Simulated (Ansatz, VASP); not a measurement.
**One calculation of Al5InAs6, two programs**

```xyz
12
Lattice="7.0865 0.0000 0.0000 -3.5433 6.1371 0.0000 0.0000 0.0000 6.7247" Properties=species:S:1:pos:R:3 pbc="T T T"
Al    1.1988    2.0763    0.0020
Al   -2.3445    4.0608    0.0020
Al    4.6890    0.0000    0.0020
Al    3.5433    2.0457    3.3683
Al    0.0000    4.0914    3.3683
In    0.0000    0.0000    3.3746
As    1.2500    2.1651    2.4865
As   -2.2932    3.9720    2.4865
As    4.5864    0.0000    2.4865
As    3.5433    2.0457    5.8629
As    0.0000    4.0914    5.8629
As    0.0000    0.0000    6.0425
```

Alike in both runs: functional PBE; k mesh 6 × 6 × 4; occupations gaussian, width 0.02 eV; no spin polarisation.

Ansatz relaxed the structure, and its values are those at the end. VASP's run is a single point on that final structure, the one shown.

```csv
,VASP,Ansatz
version,VASP 6.6.1,Ansatz 0.2.0
potentials or method,"VASP PAW PBE potentials, release 64 (Al, In_d, As), cutoff 520 eV","scalar-relativistic, plane waves, PAW"
valence electrons in the cell,58,118
```

Ansatz gave:

- gap on the k mesh at the Fermi level (eV): 1.35
- least direct gap on the mesh (eV): 1.35
- pressure (GPa): 0.0
- rms of the force components (eV/Å): 0.003

Estimate VASP's values.

gap on the k mesh at the Fermi level (eV): 1.35; least direct gap on the mesh (eV): 1.35; pressure (GPa): 0.1; rms of the force components (eV/Å): 0.004.

VASP's potentials hold 58 valence electrons a cell and Ansatz's 118, so a difference there can come from the potentials and not from the codes.
